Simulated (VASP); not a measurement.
Wanted: the native input for a VASP 6.6.1 run.

| Property | Result |
| --- | --- |
| Task | relaxation of cell and atoms |
| Functional | PBE |
| Potentials or basis | VASP PAW PBE potentials, release 64 (Tb_3, B, Hg), 4f in core |
| Cutoff | 500 eV |
| k mesh | 4 × 4 × 4 |
| Occupations | gaussian, width 0.2 eV |
| Spin | no spin polarisation |
| Dipole correction | no |
| Further INCAR settings | ALGO = Normal; EDIFF = 1e-07; IBRION = 2; EDIFFG = -0.08; NSW = 36; ISIF = 3 |

The structure of TbHgB4 lies in POSCAR:

```
TbHgB4
1.0
    5.0595779900      0.0000000000      0.0000000000
   -2.5297890000      4.3817230700      0.0000000000
    0.0000000000      0.0000000000      4.0633031400
Tb B Hg
1 4 1
Direct
    0.0000000000      0.0000000000      0.0000000000
    0.6666666700      0.3333333300      0.0000000000
    0.0030570000      0.5015285000      0.5000000000
    0.4984715000      0.5015285000      0.5000000000
    0.4984715000      0.9969430000      0.5000000000
    0.3333333300      0.6666666700      0.0000000000
```

The cell was generated, and may not be a known phase.

These files were run (other wordings do the same):

INCAR

```
PREC = Accurate
ENCUT = 500
EDIFF = 1E-7
ISMEAR = 0
SIGMA = 0.2
LREAL = F
LASPH = T
NELM = 200
ALGO = Normal
ISIF = 3
LWAVE = F
LCHARG = F
GGA = PE
IBRION = 2
NSW = 36
EDIFFG = -0.08
GGA_COMPAT = F
NELMIN = 4
LMAXMIX = 6
```

KPOINTS

```
regular mesh
0
Gamma
  4 4 4
```

Potentials or basis: VASP PAW PBE potentials, release 64 (Tb_3, B, Hg), 4f in core.

Run with:

```sh
$ cat potpaw_PBE.64/Tb_3/POTCAR potpaw_PBE.64/B/POTCAR potpaw_PBE.64/Hg/POTCAR > POTCAR
$ mpirun -np 1 vasp_std > vasp.out
```

Results of the run:

```yaml
Relaxed_volume: 12.16 Å³/atom
Relaxed_cell: a = 5.246 Å, b = 5.246 Å, c = 3.060 Å, α = 90.00°, β = 90.00°, γ = 120.00°
Space_group_after_relaxing_to_0.1_Å: P-6m2 (No. 187)
Energy_gained_by_relaxing: 941.9 meV/atom
Ionic_steps: 15
Pressure_after_relaxing: -0.2 GPa
Largest_force_after_relaxing: 0.028 eV/Å
Band_gap_on_the_k_mesh: zero (an odd number of electrons rules out a gap without spin polarisation)
```

Caveat: the k points lie up to 0.51 Å⁻¹ apart in the final cell, too coarse for converged energies and pressures of a metal; the volume moved by over 15 % at a fixed basis, so the end points are rough; spin-orbit coupling is left out, which moves the levels of the heavy elements; the 4f electrons are frozen in the core, so they carry no moment and show no levels.

Run time: 5.5 min on 1 thread of Intel(R) Xeon(R) Platinum 8488C (Sapphire Rapids), on a shared host, peak memory 0.24 GiB.
